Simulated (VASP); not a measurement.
Runs of VASP 6.6.1 on KF. It takes space group Fm-3m (No. 225, cubic). Conventional cell: a = 5.309 Å, b = 5.309 Å, c = 5.309 Å, α = 90.00°, β = 90.00°, γ = 90.00°. Within 3.5 Å of K (site symmetry m-3m) lie 6 F at 2.65 Å. F (site symmetry m-3m) has 6 K at 2.65 Å within 3.5 Å. 

```tsv
level	smearing	gap on the mesh (eV)	pressure (GPa)
BLYP+D3(BJ)	tetrahedron	6.32	-0.2
PBE	methfessel-paxton 0.0027 eV	6.27	2.1
PBE	methfessel-paxton 0.272114 eV	(a)	2.0
PBEsol	gaussian 0.01 eV	(b)	0.0
PBE	tetrahedron	6.27	2.1
```

Alike in all rows: task single point; potentials or basis VASP PAW PBE potentials, release 64 (K_sv, F); no spin polarisation; cell as given; k mesh 8 × 8 × 8; cutoff (eV) 600.

Question: Estimate the missing entries.

Answer: (a) 6.28; (b) 6.13.

Caveats: the PAW data sets were made with another functional, which shifts forces and pressure a little (at least some runs); three body term missing (at least some runs).

A k mesh can miss the band edges.
